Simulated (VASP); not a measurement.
# Hg (P6_3/mmc) in VASP: further runs

Hg is run at these levels: LDA; tasks: relaxation of cell and atoms.

Program: VASP 6.6.1. These are calculated values, not measurements. Logs are shortened: lines on timing, memory, paths and dates and some standing lists are left out, and cuts for length are marked.

## Step 1: The cell of the first run

It takes space group P6_3/mmc (No. 194, hexagonal). Conventional cell: a = 3.179 Å, b = 3.179 Å, c = 5.051 Å, α = 90.00°, β = 90.00°, γ = 120.00°. Within 4.1 Å of Hg (site symmetry -6m2) lie 12 Hg at 3.12 to 3.18 Å.

## Step 2: Relaxation of cell and atoms, LDA

INCAR

```
ALGO     = Normal         # electronic algorithm
EDIFF    = 1E-7           # SCF threshold, eV
EDIFFG   = -0.005         # ionic threshold
ENCUT    = 600            # plane-wave cutoff, eV
GGA      = CA             # functional
IBRION   = 2              # ionic algorithm
ISIF     = 3              # what is computed and relaxed
ISMEAR   = -1             # smearing method
LASPH    = True           # aspherical terms in the spheres
LCHARG   = False          # write CHGCAR
LREAL    = False          # projectors in reciprocal space
LWAVE    = False          # write WAVECAR
NELM     = 100            # most SCF steps
NSW      = 45             # ionic steps
PREC     = Accurate       # precision mode
SIGMA    = 0.05           # smearing width, eV
```

KPOINTS

```
k-points
0
Gamma
  15 15 8
```

POSCAR

```
Hg
1.0
    3.1791125444      0.0000000000      0.0000000000
   -1.5895562722      2.7531922250      0.0000000000
    0.0000000000      0.0000000000      5.0511256404
Hg
2
Direct
    0.3333333333      0.6666666667      0.2500000000
    0.6666666667      0.3333333333      0.7500000000
```

Potentials or basis: VASP PAW LDA potentials, release 64 (Hg).

Run with:

```sh
$ cat potpaw_LDA.64/Hg/POTCAR > POTCAR
$ mpirun -np 1 vasp_std > vasp.out
```

OUTCAR:

```text
EDIFF = 1E-7
   EDIFFG = -0.005
   ENCUT = 600
   GGA = CA
   IBRION = 2
   ISIF = 3
   ISMEAR = -1
   LASPH = True
   LREAL = False
   NELM = 100
   NSW = 45
   PREC = Accurate

 ion  position               nearest neighbor table
   1  0.333  0.667  0.250-   2 3.12   2 3.12   2 3.12   2 3.12   2 3.12   2 3.12
   2  0.667  0.333  0.750-   1 3.12   1 3.12   1 3.12   1 3.12   1 3.12   1 3.12

  LATTYP: Found a hexagonal cell.
 ALAT       =     3.1791125444
 C/A-ratio  =     1.5888476957

  Lattice vectors:

 A1 = (   3.1791125444,   0.0000000000,   0.0000000000)
 A2 = (  -1.5895562722,   2.7531922250,   0.0000000000)
 A3 = (   0.0000000000,   0.0000000000,   5.0511256404)

Analysis of symmetry for initial positions (statically):
=====================================================================
 Subroutine PRICEL returns:
 Original cell was already a primitive cell.

 Routine SETGRP: Setting up the symmetry group for a
 hexagonal supercell.

 Subroutine GETGRP returns: Found 24 space group operations
 (whereof 12 operations were pure point group operations)
 out of a pool of 24 trial point group operations.

The static configuration has the point symmetry D_3d.
 The point group associated with its full space group is D_6h.

Analysis of symmetry for dynamics (positions and initial velocities):
=====================================================================
 Subroutine PRICEL returns:
 Original cell was already a primitive cell.

 Routine SETGRP: Setting up the symmetry group for a
 hexagonal supercell.

 Subroutine GETGRP returns: Found 24 space group operations
 (whereof 12 operations were pure point group operations)
 out of a pool of 24 trial point group operations.

The dynamic configuration has the point symmetry D_3d.
 The point group associated with its full space group is D_6h.

 Subroutine INISYM returns: Found 24 space group operations
 (whereof 12 operations are pure point group operations),
 and found     1 'primitive' translations

----------------------------------------------------------------------------------------

                                     Primitive cell

  volume of cell :      44.2110

  direct lattice vectors                    reciprocal lattice vectors
     3.179112544  0.000000000  0.000000000     0.314553192  0.181607370  0.000000000
    -1.589556272  2.753192225  0.000000000     0.000000000  0.363214741  0.000000000
     0.000000000  0.000000000  5.051125640     0.000000000  0.000000000  0.197975673

  length of vectors
     3.179112544  3.179112544  5.051125640     0.363214741  0.363214741  0.197975673

  position of ions in fractional coordinates (direct lattice)
     0.333333333  0.666666667  0.250000000
     0.666666667  0.333333333  0.750000000

  ion indices of the primitive-cell ions
   primitive index   ion index
                 1           1
                 2           2

----------------------------------------------------------------------------------------

 KPOINTS: k-points

Automatic generation of k-mesh.
 Grid dimensions read from file:
 generate k-points for:   15   15    8

 Generating k-lattice:

  Cartesian coordinates                     Fractional coordinates (reciprocal lattice)
     0.020970213  0.012107158  0.000000000     0.066666667  0.000000000  0.000000000
     0.000000000  0.024214316  0.000000000     0.000000000  0.066666667  0.000000000
     0.000000000  0.000000000  0.024746959     0.000000000  0.000000000  0.125000000

  Length of vectors
     0.024214316  0.024214316  0.024746959

[... 53 lines left out ...]
   EDIFF  = 0.1E-06   stopping-criterion for ELM
   LREAL  =      F    real-space projection
   EDIFFG = -.5E-02   stopping-criterion for IOM
   NSW    =     45    number of steps for IOM
   IBRION =      2    ionic relax: 0-MD 1-quasi-New 2-CG
   NFREE  =      1    steps in history (QN), initial steepest desc. (CG)
   ISIF   =      3    stress and relaxation
   ISYM   =      2    0-nonsym 1-usesym 2-fastsym
   POTIM  = 0.5000    time-step for ionic-motion
   TEBEG  =    0.0;   TEEND  =   0.0 temperature during run
   PSTRESS=    0.0 pullay stress
   NELECT =      24.0000    total number of electrons
   NUPDOWN=      -1.0000    fix difference up-down
   EMIN   =  10.00;   EMAX   =-10.00  energy-range for DOS
   EFERMI =   0.00;   METHOD = LEGACY
   ISMEAR =    -1;   SIGMA  =   0.05  broadening in eV -4-tet -1-fermi 0-gaus
   EFERMI_NEDOS =   21; number of points for ismear=-14 and -15
   IALGO  =     38    algorithm
   IMIX   =      4    mixing-type and parameters
     AMIX     =   0.40;   BMIX     =  1.00
     AMIX_MAG =   1.60;   BMIX_MAG =  1.00
  volume/ion in A,a.u.               =      22.11       149.18
  Fermi-wavevector in a.u.,A,eV,Ry     =   1.335473  2.523678 24.265821  1.783488
  Thomas-Fermi vector in A             =   2.464174
   LORBIT       =      0    0 simple, 1 ext, 2 COOP (PROOUT), +10 PAW based schemes
   GGA     = CA    functional components
   LHFCALC =     F    Hartree Fock is set to
   AEXX    =    0.0000 exact exchange contribution
   IVDW    =     0    specifies the selected vdW correction
   LEPSILON=     F    determine dielectric tensor
   LRPA    =     F    only Hartree local field effects (RPA)
 conjugate gradient relaxation of ions
 non-spin polarized calculation
  energy-cutoff  :      600.00
  volume of cell :       44.21
 maximum number of plane-waves:      1496
 NGX is ok and might be reduce to    28
   NGX = 13   NGY = 13   NGZ = 21

--------------------------------------- Ionic step        1  -------------------------------------------

 number of electron      24.0000004 magnetization

 Free energy of the ion-electron system (eV)
  ---------------------------------------------------
  ext. energy  EPLUGINS =         0.00000000
  ---------------------------------------------------
  free energy    TOTEN  =        -1.87441603 eV

  energy without entropy =       -1.86863583  energy(sigma->0) =       -1.87152593

------------------------ aborting loop because EDIFF is reached ----------------------------------------

  FORCE on cell =-STRESS in cart. coord.  units (eV):
  Direction    XX          YY          ZZ          XY          YZ          ZX
  --------------------------------------------------------------------------------------
  -------------------------------------------------------------------------------------
  Total        0.1621832      0.1621832      0.1981547     -0.0000000     -0.0000000      0.0000000
  in kB        5.8774091      5.8774091      7.1809895     -0.0000000     -0.0000000      0.0000000
  external PRESSURE =       6.3119359 kB  Pullay stress =       0.0000000 kB

 VOLUME and BASIS-vectors are now :
 -----------------------------------------------------------------------------
  energy-cutoff  :      600.00
  volume of cell :       44.21
      direct lattice vectors                 reciprocal lattice vectors
     3.179112544  0.000000000  0.000000000     0.314553192  0.181607370  0.000000000
    -1.589556272  2.753192225  0.000000000     0.000000000  0.363214741  0.000000000
     0.000000000  0.000000000  5.051125640     0.000000000  0.000000000  0.197975673

 POSITION                                       TOTAL-FORCE (eV/Angst)
 -----------------------------------------------------------------------------------
     -0.00000      1.83546      1.26278         0.000000      0.000000     -0.000000
      1.58956      0.91773      3.78834        -0.000000      0.000000      0.000000
 -----------------------------------------------------------------------------------
    total drift:                               -0.000000      0.000000     -0.000000

  FREE ENERGIE OF THE ION-ELECTRON SYSTEM (eV)
  ---------------------------------------------------
  free  energy   TOTEN  =        -1.8744160275 eV

  energy  without entropy=       -1.8686358299  energy(sigma->0) =       -1.87152593

--------------------------------------- Ionic step        2  -------------------------------------------

 number of electron      24.0000003 magnetization

 Free energy of the ion-electron system (eV)
  ---------------------------------------------------
  ext. energy  EPLUGINS =         0.00000000
  ---------------------------------------------------
  free energy    TOTEN  =        -1.87551636 eV

  energy without entropy =       -1.86952607  energy(sigma->0) =       -1.87252121

 E-fermi :   2.8128     XC(G=0): -11.4776

 val. band max:        2.8095387209   @ k =   0.3333   0.1333   0.0000
 cond. band min:       2.8217244148   @ k =   0.3333   0.1333   0.1250
 fundamental gap:      0.0121856939
 Fermi energy:         2.8127942369

 k-point     1 :       0.0000    0.0000    0.0000
  band No.  band energies     occupation
      1      -6.5910      2.00000
      2      -5.3259      2.00000
      3      -4.1449      2.00000
      4      -4.1387      2.00000
      5      -4.1387      2.00000
      6      -3.9700      2.00000
[... 433 lines left out ...]
      3      -4.6997      2.00000
      4      -4.2467      2.00000
      5      -3.9617      2.00000
      6      -3.8513      2.00000
[... 8 lines left out ...]
     15       7.9699      0.00000
     16       8.0029      0.00000

 [... further k-points ...]

------------------------ aborting loop because EDIFF is reached ----------------------------------------

  FORCE on cell =-STRESS in cart. coord.  units (eV):
  Direction    XX          YY          ZZ          XY          YZ          ZX
  --------------------------------------------------------------------------------------
  -------------------------------------------------------------------------------------
  Total        0.0003758      0.0003758     -0.0040862      0.0000000      0.0000000      0.0000000
  in kB        0.0134490      0.0134490     -0.1462291      0.0000000      0.0000000      0.0000000
  external PRESSURE =      -0.0397770 kB  Pullay stress =       0.0000000 kB

 VOLUME and BASIS-vectors are now :
 -----------------------------------------------------------------------------
  energy-cutoff  :      600.00
  volume of cell :       44.77
      direct lattice vectors                 reciprocal lattice vectors
     3.191549470  0.000000000  0.000000000     0.313327432  0.180899677  0.000000000
    -1.595774735  2.763962919 -0.000000000    -0.000000000  0.361799355  0.000000000
     0.000000000 -0.000000000  5.075268777    -0.000000000  0.000000000  0.197033900

 POSITION                                       TOTAL-FORCE (eV/Angst)
 -----------------------------------------------------------------------------------
     -0.00000      1.84264      1.26882        -0.000000     -0.000000      0.000000
      1.59577      0.92132      3.80645         0.000000      0.000000     -0.000000
 -----------------------------------------------------------------------------------
    total drift:                               -0.000000      0.000000     -0.000000

  FREE ENERGIE OF THE ION-ELECTRON SYSTEM (eV)
  ---------------------------------------------------
  free  energy   TOTEN  =        -1.8755163631 eV

  energy  without entropy=       -1.8695260655  energy(sigma->0) =       -1.87252121

 reached required accuracy - stopping structural energy minimisation
```

Run time: 3.1 min. Hardware: 1 thread of Oxide Virtual Turin-like, shared host; peak memory 0.2 GiB.

What came out:

```
Free energy                            : -1.8755 eV
Relaxed volume                         : 22.39 Å³/atom
Relaxed cell                           : a = 3.192 Å, b = 3.192 Å, c = 5.075 Å, α = 90.00°, β = 90.00°, γ = 120.00°
Space group after relaxing (to 0.05 Å) : P6_3/mmc (No. 194)
Energy gained by relaxing              : 0.6 meV/atom
Ionic steps                            : 2
Pressure after relaxing                : 0.0 GPa
Band gap on the k mesh                 : zero (band 12 reaches 3.17 eV, above the bottom of band 13 at 1.75 eV)
```

Step by step:
| step | energy change (eV) | largest force (eV/Å) | pressure (GPa) | volume (Å³) |
| --- | --- | --- | --- | --- |
| 1 | 0.0000 | 0.0000 | 0.63 | 44.21 |
| 2 | -0.0011 | 0.0000 | 0.00 | 44.77 |

Final structure:
```
CELL_PARAMETERS angstrom
3.19155 0.00000 0.00000
-1.59577 2.76396 0.00000
0.00000 0.00000 5.07527
ATOMIC_POSITIONS crystal
Hg 0.33333 0.66667 0.25000
Hg 0.66667 0.33333 0.75000
```

Levels at points of the mesh, in eV from the Fermi level:
```
           k point  band 8  band 9  band 10  band 11  band 12  band 13  band 14  band 15  band 16
(0.00, 0.00, 0.00)   -6.63   -6.63    -5.80    -5.80    -1.61    -1.06    12.72    12.72    13.12
(0.00, 0.00, 0.50)   -6.67   -6.05    -6.05    -6.05    -6.05     7.47     7.47    13.36    13.36
```

Caveat: spin-orbit coupling is left out, which moves the levels of the heavy elements.

(Continued in part 2 of 2.)
